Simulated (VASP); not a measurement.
Runs of VASP 6.6.1 on Re. The structure is that of space group Fd-3m (No. 227), or close to it. The cells are those of the table. This isn't the form of Re at room conditions, which is hcp.

```tsv
task	potentials or basis	cell	k mesh	cutoff (eV)	gap on the mesh (eV)	pressure (GPa)
single point	VASP PAW LDA potentials, release 64 (Re_sv_GW)	a = 3.769 Å, angles 60.0°, 2 atoms	11 × 11 × 11	560	none	33.2
relaxation of cell and atoms	VASP PAW LDA potentials, release 64 (Re)	relaxed from a = 3.830 Å, angles 60.0°, 2 atoms	10 × 10 × 10	600	none	0.1
single point	VASP PAW LDA potentials, release 64 (Re_sv_GW)	a = 3.880 Å, angles 60.0°, 2 atoms	11 × 11 × 11	560	none	(a)
single point	VASP PAW LDA potentials, release 64 (Re)	a = 3.984 Å, angles 60.0°, 2 atoms	11 × 11 × 11	520	none	-8.5
single point	VASP PAW LDA potentials, release 64 (Re)	a = 4.035 Å, angles 60.0°, 2 atoms	11 × 11 × 11	520	none	-14.1
```

Alike in all rows: level LDA; no spin polarisation; smearing fermi-dirac 0.1 eV.

Task: Estimate the missing entries.

Result: (a) 8.5.

Caveats: spin-orbit coupling is left out, which moves the levels of the heavy elements; the cell stands under pressure (at least some runs); the cell stands under tension (at least some runs).

A k mesh can miss the band edges, and the runs leave out spin-orbit coupling on Re.

A gap of «none» marks levels without a gap at the run's occupations.

The runs don't all hold the same shells in valence.
